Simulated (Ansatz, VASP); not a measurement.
## One calculation of Ti3B, two programs

```xyz
4
Lattice="-1.7786 1.7786 3.9731 1.7786 -1.7786 3.9731 1.7786 1.7786 -3.9731" Properties=species:S:1:pos:R:3 pbc="T T T"
Ti    0.0000    0.0000    3.9731
Ti    1.7786    0.0000    1.9865
Ti    0.0000    1.7786    1.9865
B     0.0000    0.0000    0.0000
```

Alike in both runs: task relaxation of cell and atoms; functional PBE; k mesh 6 × 6 × 6; occupations gaussian, width 0.1 eV; no spin polarisation.

```csv
,VASP,Ansatz
version,VASP 6.6.1,Ansatz 0.2.0
potentials or method,"VASP PAW PBE potentials, release 64 (Ti_sv, B), cutoff 600 eV","scalar-relativistic, plane waves, PAW"
valence electrons in the cell,39,39
```

Ansatz gave:

| Quantity | Value |
| --- | --- |
| gap on the k mesh at the Fermi level, each at its own relaxed structure (eV) | none |
| relaxed volume (Å³/atom) | 13.71 |
| relaxed cell length with the largest relative difference (Å) | 4.848 |

Task: Estimate VASP's values.

Result: gap on the k mesh at the Fermi level, each at its own relaxed structure (eV): none; relaxed volume (Å³/atom): 13.67; relaxed cell length with the largest relative difference (Å): 4.837.

A gap of «none» marks a metal or a gap that the smearing closes.

The k mesh is coarse, so the values compare programs but aren't converged.
